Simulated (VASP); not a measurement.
Input of a VASP 6.6.1 run:

Contents of INCAR:

```
SYSTEM = WC
PREC     = Accurate       ! precision mode
ENCUT    = 600            ! plane-wave cutoff, eV
EDIFF    = 1E-6           ! SCF threshold, eV
ISMEAR   = -1             ! smearing method
SIGMA    = 0.1            ! smearing width, eV
LREAL    = .False.        ! projectors in reciprocal space
LASPH    = .True.         ! aspherical terms in the spheres
NELM     = 100            ! most SCF steps
ALGO     = Normal         ! electronic algorithm
ISIF     = 3              ! what is computed and relaxed
LWAVE    = .False.        ! write WAVECAR
LCHARG   = .False.        ! write CHGCAR
GGA      = PE             ! functional
IBRION   = 2              ! ionic algorithm
NSW      = 80             ! ionic steps
EDIFFG   = -0.01          ! ionic threshold
```

The input KPOINTS:

```
regular mesh
0
Gamma
  12 12 11
  0 0 0
```

The input POSCAR:

```
WC
1.0
    2.9065000000      0.0000000000      0.0000000000
   -1.4532500000      2.5171028400      0.0000000000
    0.0000000000      0.0000000000      2.8366000000
W C
1 1
Direct
    0.0000000000      0.0000000000      0.0000000000
    0.6666666700      0.3333333300      0.5000000000
```

Potentials or basis: VASP PAW PBE potentials, release 64 (W_sv, C).

Run with:

```console
$ cat potpaw_PBE.64/W_sv/POTCAR potpaw_PBE.64/C/POTCAR > POTCAR
$ mpirun -np 1 vasp_std > vasp.out
```

(1) What does it give for the relaxed cell?

(2) What does it give for the space group after relaxing (to 0.1 Å)?

(3) Estimate the band gap on the k mesh.

Results:

(1) a = 2.924 Å, b = 2.924 Å, c = 2.849 Å, α = 90.00°, β = 90.00°, γ = 120.00°.

(2) P-6m2 (No. 187).

(3) zero (bands 9 and 10 overlap by 1.17 eV).

Caveat: spin-orbit coupling is left out, which moves the levels of the heavy elements.
